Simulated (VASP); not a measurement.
Crystal: Ga4O.

```
Ga O
1.0
     4.39794    0.00000    0.00000
     0.00000    4.39794    0.00000
     0.00000    0.00000    4.39794
Ga O
4 1
Cartesian
  0.0000 0.0000 0.0000
  2.1990 2.1990 0.0000
  2.1990 0.0000 2.1990
  0.0000 2.1990 2.1990
  2.1990 2.1990 2.1990
```

The cell was built from a structure type or drawn by symmetry, and may not be a known phase.

- Program: VASP 6.6.1
- Task: relaxation of cell and atoms
- Functional: PBE
- Potentials or basis: VASP PAW PBE potentials, release 64 (Ga_d, O)
- Cutoff: 600 eV
- k mesh: 8 × 8 × 8
- Occupations: gaussian, width 0.1 eV
- Spin: no spin polarisation

At the start: pressure 2.4 GPa; volume 17.01 Å³/atom.

How do energy, volume and symmetry change on relaxing?

Over 4 steps the energy falls by 5.7 meV/atom and the volume is 17.83 Å³/atom (+4.8 %); space group Pm-3m (No. 221, to 0.1 Å) before and after.

Step by step:
| step | energy change (eV) | largest force (eV/Å) | pressure (GPa) | volume (Å³) |
| --- | --- | --- | --- | --- |
| 1 | 0.0000 | 0.0000 | 2.40 | 85.06 |
| 2 | -0.0272 | 0.0000 | 0.38 | 88.24 |
| 3 | -0.0283 | 0.0000 | 0.11 | 88.86 |
| 4 | -0.0283 | 0.0000 | -0.02 | 89.14 |

Final structure:
```xyz
5
Lattice="4.4671 0.0000 0.0000 0.0000 4.4671 0.0000 0.0000 0.0000 4.4671" Properties=species:S:1:pos:R:3 pbc="T T T"
Ga    0.0000    0.0000    0.0000
Ga    2.2336    2.2336    0.0000
Ga    2.2336    0.0000    2.2336
Ga    0.0000    2.2336    2.2336
O     2.2336    2.2336    2.2336
```
